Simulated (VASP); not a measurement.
# ScAl3 (Pm-3m) in VASP: notebook, part 2 of 2

VASP 6.6.1. Earlier steps stand in the parts before.

## Step 3: Single point, PBE

This run uses another cell than the first one, of 16.74 Å³/atom, 1.032 times its volume.

INCAR

```
SYSTEM = ScAl3
  ALGO = Normal
  EDIFF = 1E-6
  ENCUT = 520
  GGA = PE
  ISIF = 2
  ISMEAR = 0
  LASPH = .True.
  LCHARG = .False.
  LREAL = .False.
  LWAVE = .False.
  NBANDS = 18
  NELM = 80
  PREC = Accurate
  SIGMA = 0.05
```

KPOINTS

```
k-points
0
Gamma
  6 6 6
  0 0 0
```

POSCAR

```
ScAl3
1.0
    4.0603707999      0.0000000000      0.0000000000
    0.0000000000      4.0603707999      0.0000000000
    0.0000000000      0.0000000000      4.0603707999
Sc Al
1 3
Direct
    0.0000000000      0.0000000000      0.0000000000
    0.5000000000      0.0000000000      0.5000000000
    0.0000000000      0.5000000000      0.5000000000
    0.5000000000      0.5000000000      0.0000000000
```

Potentials or basis: VASP PAW PBE potentials, release 64 (Sc_sv, Al).

Launch:

```sh
$ cat potpaw_PBE.64/Sc_sv/POTCAR potpaw_PBE.64/Al/POTCAR > POTCAR
$ mpirun -np 1 vasp_std > vasp.out
```

OUTCAR:

```text
SYSTEM = ScAl3
   EDIFF = 1E-6
   ENCUT = 520
   GGA = PE
   ISIF = 2
   ISMEAR = 0
   LASPH = .True.
   LREAL = .False.
   NELM = 80
   PREC = Accurate

 ion  position               nearest neighbor table
   1  0.000  0.000  0.000-   2 2.87   3 2.87   4 2.87   2 2.87   3 2.87   3 2.87   4 2.87   3 2.87
                             2 2.87   4 2.87   2 2.87   4 2.87
   2  0.500  0.000  0.500-   1 2.87   3 2.87   4 2.87   1 2.87   4 2.87   3 2.87   4 2.87   4 2.87
                             1 2.87   3 2.87   1 2.87   3 2.87
[... 618 lines left out ...]
  --------------------------------------------------------------------------------------
  -------------------------------------------------------------------------------------
  Total        1.2518206      1.2518206      1.2518206      0.0000000      0.0000000      0.0000000
  in kB       29.9609506     29.9609506     29.9609506      0.0000000      0.0000000      0.0000000
  external PRESSURE =      29.9609506 kB  Pullay stress =       0.0000000 kB

 VOLUME and BASIS-vectors are now :
 -----------------------------------------------------------------------------
  energy-cutoff  :      520.00
  volume of cell :       66.94
      direct lattice vectors                 reciprocal lattice vectors
     4.060370800  0.000000000  0.000000000     0.246282926  0.000000000  0.000000000
     0.000000000  4.060370800  0.000000000     0.000000000  0.246282926  0.000000000
     0.000000000  0.000000000  4.060370800     0.000000000  0.000000000  0.246282926

 POSITION                                       TOTAL-FORCE (eV/Angst)
 -----------------------------------------------------------------------------------
      0.00000      0.00000      0.00000         0.000000      0.000000      0.000000
      2.03019      0.00000      2.03019         0.000000      0.000000      0.000000
      0.00000      2.03019      2.03019         0.000000      0.000000      0.000000
      2.03019      2.03019      0.00000         0.000000      0.000000      0.000000
 -----------------------------------------------------------------------------------
    total drift:                                0.000000     -0.000000      0.000000

  FREE ENERGIE OF THE ION-ELECTRON SYSTEM (eV)
  ---------------------------------------------------
  free  energy   TOTEN  =       -19.2641082419 eV

  energy  without entropy=      -19.2599947244  energy(sigma->0) =      -19.26205148
```

It used 16 s of CPU time on 1 thread of Intel Xeon 6975P-C (shared host).

Results:

```
Free energy            : -19.2641 eV
Pressure               : 3.0 GPa
Band gap on the k mesh : zero (band 10 reaches 8.44 eV, above the bottom of band 11 at 4.47 eV)
```

## Step 4: Single point, PBE

This run uses another cell than the first one, of 17.25 Å³/atom, 1.063 times its volume.

INCAR

```
SYSTEM = ScAl3
PREC = Accurate
ENCUT = 520
EDIFF = 1E-7
ISMEAR = 0
SIGMA = 0.05
LREAL = .False.
LASPH = .True.
NELM = 100
ALGO = Normal
ISIF = 2
LWAVE = .False.
LCHARG = .True.
GGA = PE
LELF = .True.
LVHAR = .True.
NBANDS = 18
```

KPOINTS

```
Automatic mesh
0
Gamma
  6 6 6
  0 0 0
```

POSCAR

```
ScAl3
1.0
    4.1013874225      0.0000000000      0.0000000000
    0.0000000000      4.1013874225      0.0000000000
    0.0000000000      0.0000000000      4.1013874225
Sc Al
1 3
Direct
    0.0000000000      0.0000000000      0.0000000000
    0.5000000000      0.0000000000      0.5000000000
    0.0000000000      0.5000000000      0.5000000000
    0.5000000000      0.5000000000      0.0000000000
```

Launch:

```sh
$ cat potpaw_PBE.64/Sc_sv/POTCAR potpaw_PBE.64/Al/POTCAR > POTCAR
$ mpirun -np 1 vasp_std > vasp.out
```

Run time: 20 s. Hardware: 1 thread of Intel Xeon 6975P-C, shared host; peak memory 0.18 GiB.

It converged, with:

```yaml
Free_energy: -19.2844 eV
Pressure: 0.2 GPa
Band_gap_on_the_k_mesh: zero (band 10 reaches 8.00 eV, above the bottom of band 11 at 4.23 eV)
```

Levels at points of the mesh, in eV from the Fermi level:
```tsv
k point	band 7	band 8	band 9	band 10	band 11	band 12	band 13	band 14
(0.00, 0.00, 0.00)	-2.74	-1.93	-1.93	-1.93	1.15	1.18	1.18	1.18
(0.50, 0.00, 0.00)	-1.82	-1.82	-1.58	0.69	0.87	0.87	1.24	1.51
(0.50, 0.50, 0.00)	-5.74	-4.46	-0.65	-0.65	1.09	1.25	1.94	2.36
(0.50, 0.50, 0.50)	-4.90	-4.55	-3.07	-3.07	-3.07	0.81	2.47	2.47
```

## Step 5: Single point, PBE

This run uses another cell than the first one, of 17.76 Å³/atom, 1.095 times its volume.

INCAR

```
PREC = Accurate
ENCUT = 520
EDIFF = 1E-6
ISMEAR = 0
SIGMA = 0.05
LREAL = False
LASPH = True
NELM = 80
ALGO = Normal
ISIF = 2
LWAVE = False
LCHARG = False
GGA = PE
NBANDS = 18
```

KPOINTS

```
Automatic mesh
0
Gamma
  6 6 6
```

POSCAR

```
ScAl3
1.0
    4.1415996674      0.0000000000      0.0000000000
    0.0000000000      4.1415996674      0.0000000000
    0.0000000000      0.0000000000      4.1415996674
Sc Al
1 3
Direct
    0.0000000000      0.0000000000      0.0000000000
    0.5000000000      0.0000000000      0.5000000000
    0.0000000000      0.5000000000      0.5000000000
    0.5000000000      0.5000000000      0.0000000000
```

Launch:

```sh
$ cat potpaw_PBE.64/Sc_sv/POTCAR potpaw_PBE.64/Al/POTCAR > POTCAR
$ mpirun -np 1 vasp_std > vasp.out
```

Run time: 17 s. Hardware: 1 thread of Intel Xeon 6975P-C, shared host; peak memory 0.18 GiB.

The run converged. Its results:

- Free energy: -19.2711 eV
- Pressure: -2.3 GPa
- Band gap on the k mesh: zero (band 10 reaches 7.57 eV, above the bottom of band 11 at 4.01 eV)

Levels at points of the mesh, in eV from the Fermi level:
```csv
k point,band 7,band 8,band 9,band 10,band 11,band 12,band 13,band 14
"(0.00, 0.00, 0.00)",-2.70,-1.91,-1.91,-1.91,1.16,1.16,1.16,1.16
"(0.50, 0.00, 0.00)",-1.78,-1.78,-1.52,0.53,0.83,0.83,1.24,1.47
"(0.50, 0.50, 0.00)",-5.69,-4.39,-0.63,-0.63,1.08,1.22,1.88,2.28
"(0.50, 0.50, 0.50)",-4.86,-4.44,-3.04,-3.04,-3.04,0.75,2.39,2.39
```

## Step 6: Single point, PBE

This run uses another cell than the first one, of 18.27 Å³/atom, 1.126 times its volume.

INCAR

```
ALGO = Normal ; EDIFF = 1E-6
ENCUT = 520 ; GGA = PE
ISIF = 2 ; ISMEAR = 0
LASPH = True ; LCHARG = False
LREAL = False ; LWAVE = False
NBANDS = 18 ; NELM = 60
PREC = Accurate ; SIGMA = 0.05
```

KPOINTS

```
k-points
0
Gamma
  6 6 6
```

POSCAR

```
ScAl3
1.0
    4.1810458478      0.0000000000      0.0000000000
    0.0000000000      4.1810458478      0.0000000000
    0.0000000000      0.0000000000      4.1810458478
Sc Al
1 3
Direct
    0.0000000000      0.0000000000      0.0000000000
    0.5000000000      0.0000000000      0.5000000000
    0.0000000000      0.5000000000      0.5000000000
    0.5000000000      0.5000000000      0.0000000000
```

Potentials or basis: VASP PAW PBE potentials, release 64 (Sc_sv, Al).

Launch:

```sh
$ cat potpaw_PBE.64/Sc_sv/POTCAR potpaw_PBE.64/Al/POTCAR > POTCAR
$ mpirun -np 1 vasp_std > vasp.out
```

OUTCAR:

```text
EDIFF = 1E-6
   ENCUT = 520
   GGA = PE
   ISIF = 2
   ISMEAR = 0
   LASPH = True
   LREAL = False
   NELM = 60
   PREC = Accurate

 ion  position               nearest neighbor table
   1  0.000  0.000  0.000-   2 2.96   3 2.96   4 2.96   2 2.96   3 2.96   3 2.96   4 2.96   3 2.96
                             2 2.96   4 2.96   2 2.96   4 2.96
   2  0.500  0.000  0.500-   1 2.96   3 2.96   4 2.96   1 2.96   4 2.96   3 2.96   4 2.96   4 2.96
                             1 2.96   3 2.96   1 2.96   3 2.96
[... 619 lines left out ...]
  --------------------------------------------------------------------------------------
  -------------------------------------------------------------------------------------
  Total       -1.9320257     -1.9320257     -1.9320257     -0.0000000     -0.0000000      0.0000000
  in kB      -42.3514888    -42.3514888    -42.3514888     -0.0000000     -0.0000000      0.0000000
  external PRESSURE =     -42.3514888 kB  Pullay stress =       0.0000000 kB

 VOLUME and BASIS-vectors are now :
 -----------------------------------------------------------------------------
  energy-cutoff  :      520.00
  volume of cell :       73.09
      direct lattice vectors                 reciprocal lattice vectors
     4.181045848  0.000000000  0.000000000     0.239174608  0.000000000  0.000000000
     0.000000000  4.181045848  0.000000000     0.000000000  0.239174608  0.000000000
     0.000000000  0.000000000  4.181045848     0.000000000  0.000000000  0.239174608

 POSITION                                       TOTAL-FORCE (eV/Angst)
 -----------------------------------------------------------------------------------
      0.00000      0.00000      0.00000         0.000000      0.000000      0.000000
      2.09052      0.00000      2.09052         0.000000      0.000000      0.000000
      0.00000      2.09052      2.09052         0.000000      0.000000      0.000000
      2.09052      2.09052      0.00000         0.000000      0.000000      0.000000
 -----------------------------------------------------------------------------------
    total drift:                               -0.000000      0.000000      0.000000

  FREE ENERGIE OF THE ION-ELECTRON SYSTEM (eV)
  ---------------------------------------------------
  free  energy   TOTEN  =       -19.2296346965 eV

  energy  without entropy=      -19.2231595233  energy(sigma->0) =      -19.22639711
```

It took 19 s on 1 thread of Intel Xeon 6975P-C, shared host; peak memory 0.18 GiB.

Results:

```
Free energy            : -19.2296 eV
Pressure               : -4.2 GPa
Band gap on the k mesh : zero (band 10 reaches 7.18 eV, above the bottom of band 11 at 3.79 eV)
```

Levels at points of the mesh, in eV from the Fermi level:
```
           k point  band 8  band 9  band 10  band 11  band 12  band 13
(0.00, 0.00, 0.00)   -1.88   -1.88    -1.88     1.15     1.15     1.15
(0.50, 0.00, 0.00)   -1.72   -1.45     0.39     0.80     0.80     1.26
(0.50, 0.50, 0.00)   -4.31   -0.60    -0.60     1.09     1.19     1.83
(0.50, 0.50, 0.50)   -4.33   -3.00    -3.00    -3.00     0.69     2.32
```

## Step 7: The runs side by side

```csv
cell,gap on the mesh (eV),pressure (GPa)
"a = 4.019 Å, 4 atoms",none,6.3
"a = 4.060 Å, 4 atoms",none,3.0
"a = 4.101 Å, 4 atoms",none,0.2
"a = 4.142 Å, 4 atoms",none,-2.3
"a = 4.181 Å, 4 atoms",none,-4.2
```

Alike in all rows: task single point; level PBE; potentials or basis VASP PAW PBE potentials, release 64 (Sc_sv, Al); no spin polarisation; k mesh 6 × 6 × 6; cutoff (eV) 520; smearing gaussian 0.05 eV.

Total energies depend on the potentials used, so only differences within one code and one set of settings carry meaning.
